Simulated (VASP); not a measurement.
A run of VASP 6.6.1:

The input INCAR:

```
  PREC = Accurate
  ENCUT = 600
  EDIFF = 1E-7
  ISMEAR = 0
  SIGMA = 0.1
  LREAL = False
  LASPH = True
  NELM = 80
  ALGO = Normal
  ISIF = 3
  LWAVE = False
  LCHARG = False
  GGA = PE
  IBRION = 2
  NSW = 90
  EDIFFG = -0.04
```

Contents of KPOINTS:

```
Automatic mesh
0
Gamma
  4 4 4
```

File POSCAR:

```
InTe4
1.0
   -3.3913338900      3.3913338900      3.3913338900
    3.3913338900     -3.3913338900      3.3913338900
    3.3913338900      3.3913338900     -3.3913338900
In Te
1 4
Direct
    0.0000000000      0.0000000000      0.0000000000
    0.5000000000      0.5000000000      0.5000000000
    0.5000000000      0.0000000000      0.0000000000
    0.0000000000      0.0000000000      0.5000000000
    0.0000000000      0.5000000000      0.0000000000
```

Potentials or basis: VASP PAW PBE potentials, release 64 (In_d, Te).

Command:

```bash
$ cat potpaw_PBE.64/In_d/POTCAR potpaw_PBE.64/Te/POTCAR > POTCAR
$ mpirun -np 1 vasp_std > vasp.out
```

Hardware: 1 thread of Intel Xeon 8259CL, on a shared host.

Q: How long does it take, and how much memory?

A: Wall time 4 min on 1 thread of Intel Xeon 8259CL (shared host), peak memory 0.35 GiB. Counts: scf iterations 38, k points 8, ion steps 3.
